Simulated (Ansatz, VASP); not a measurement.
## Two plane-wave programs on TiO2

```
Ti O
1.0
    -1.90900    1.90900    4.88756
     1.90900   -1.90900    4.88756
     1.90900    1.90900   -4.88756
Ti O
2 4
Direct
  0.00000 0.00000 0.00000
  0.75000 0.25000 0.50000
  0.95530 0.45530 0.50000
  0.20530 0.20530 0.00000
  0.54470 0.04470 0.50000
  0.79470 0.79470 0.00000
```

Alike in both runs: task single point; functional PBE; k mesh 8 × 8 × 8; occupations gaussian, width 0.01 eV; no spin polarisation; Hubbard terms Ti d U = 4.0 eV.

|  | VASP | Ansatz |
| --- | --- | --- |
| version | VASP 6.6.1 | Ansatz 0.2.0 |
| potentials or method | VASP PAW PBE potentials, release 64 (Ti_sv, O), cutoff 520 eV | scalar-relativistic, plane waves, PAW |
| valence electrons in the cell | 48 | 48 |

|  | VASP | Ansatz | Ansatz less VASP |
| --- | --- | --- | --- |
| gap on the k mesh at the Fermi level (eV) | 2.68 | 2.65 | -0.039 |
| least direct gap on the mesh (eV) | 2.95 | 2.91 | -0.040 |
| pressure (GPa) | 4.2 | 0.0 | -4.17 |
| traceless stress, the component that is largest in VASP (GPa) | -0.60 | 0.01 | +0.617 |
| rms of the force components (eV/Å) | 0.071 | 0.000 | -0.0706 |

The programs project onto different local orbitals, so the same U acts differently, and such runs can settle in different states. Atom by atom the forces differ by 0.071 eV/Å (rms over components).
